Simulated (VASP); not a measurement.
Input of a VASP 6.6.1 run:

INCAR

```
ALGO = Normal
EDIFF = 1E-6
ENCUT = 520
GGA = PE
ISIF = 2
ISMEAR = -1
LASPH = True
LCHARG = False
LREAL = False
LWAVE = False
NBANDS = 16
NELM = 100
PREC = Accurate
SIGMA = 0.08
```

File KPOINTS:

```
k-points
0
Gamma
  10 10 6
```

The input POSCAR:

```
K
1.0
    3.7951959312      0.0000000000      0.0000000000
   -1.8975979656      3.2867360888      0.0000000000
    0.0000000000      0.0000000000      6.1482174086
K
2
Direct
    0.3333333333      0.6666666667      0.2500000000
    0.6666666667      0.3333333333      0.7500000000
```

Potentials or basis: VASP PAW PBE potentials, release 64 (K_sv).

Run with:

```sh
$ cat potpaw_PBE.64/K_sv/POTCAR > POTCAR
$ mpirun -np 1 vasp_std > vasp.out
```

**Question.** Predict the pressure.

**Answer.** 7.9 GPa.

**Question.** What does it give for the band gap on the k mesh?

**Answer.** Zero (bands 9 and 10 overlap by 2.88 eV).

Caveat: the cell stands under pressure.
